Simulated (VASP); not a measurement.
Runs of VASP 6.6.1 on B. The structure is that of space group I4_1/amd (No. 141), or close to it. The cells are those of the table. 

| task | cell | k mesh | cutoff (eV) | gap on the mesh (eV) | pressure (GPa) |
| --- | --- | --- | --- | --- | --- |
| single point | a = 3.175 Å, angles 93.6, 93.6, 150.8°, 2 atoms | 36 × 36 × 36 | 520 | none | 0.1 |
| single point | a = 3.225 Å, angles 93.5, 93.5, 151.4°, 2 atoms | 10 × 10 × 10 | 520 | none | (a) |
| relaxation of cell and atoms | relaxed from a = 2.839 Å, angles 97.4, 97.4, 137.8°, 2 atoms | 10 × 10 × 10 | 600 | none | 0.0 |
| single point | a = 2.839 Å, angles 97.4, 97.4, 137.8°, 2 atoms | 10 × 10 × 10 | 520 | none | -14.5 |

Alike in all rows: level PBEsol; potentials or basis VASP PAW PBE potentials, release 64 (B); no spin polarisation; smearing gaussian 0.1 eV.

Q: Estimate the missing entries.

A: (a) 0.2.

Caveats: some runs use coarse meshes; the PAW data sets were made with another functional, which shifts forces and pressure a little.

A gap of «none» marks levels without a gap at the run's occupations.
